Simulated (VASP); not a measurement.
LaSb2Au, 8 atoms in the cell. The structure is tetragonal, space group P4/nmm (No. 129). Conventional cell: a = 4.409 Å, b = 4.409 Å, c = 10.474 Å, α = 90.00°, β = 90.00°, γ = 90.00°. La (site symmetry 4mm) has 9 Sb at 3.24 to 4.45 Å and 4 Au at 3.46 Å and 4 La at 4.41 Å within 4.5 Å. Sb (site symmetry 4mm) has 4 Au at 2.84 Å and 4 La at 3.24 Å within 3.7 Å. Within 4.1 Å of Sb (site symmetry -4m2) lie 8 Sb at 3.12 to 4.09 Å and 4 La at 3.39 Å. Au (site symmetry -4m2) has 4 Sb at 2.84 Å and 4 Au at 3.12 Å and 4 La at 3.46 Å within 3.7 Å. 

| Item | Value |
| --- | --- |
| Program | VASP 6.6.1 |
| Task | single point |
| Functional | r2SCAN |
| Potentials or basis | VASP PAW PBE potentials, release 64 (La, Sb, Au) |
| Cutoff | 550 eV |
| k mesh | 8 × 8 × 4 |
| Occupations | fermi-dirac, width 0.1 eV |
| Spin | no spin polarisation |
| Dipole correction | no |
| Further INCAR settings | ALGO = Normal; EDIFF = 1e-06; NBANDS = 42 |

Potentials or basis: VASP PAW PBE potentials, release 64 (La, Sb, Au).

Launch:

```bash
$ cat potpaw_PBE.64/La/POTCAR potpaw_PBE.64/Sb/POTCAR potpaw_PBE.64/Au/POTCAR > POTCAR
$ cp INCAR.step1 INCAR
$ mpirun -np 1 vasp_std > vasp.out
$ cp INCAR.step2 INCAR
$ mpirun -np 1 vasp_std > vasp.out
```

Hardware: 1 thread of Intel(R) Xeon(R) 6975P-C (Granite Rapids) (shared host).

Estimate the wall time of this run.

Run time: 26 min on 1 thread of Intel(R) Xeon(R) 6975P-C (Granite Rapids), on a shared host, peak memory 0.65 GiB. Counts: k points 45.
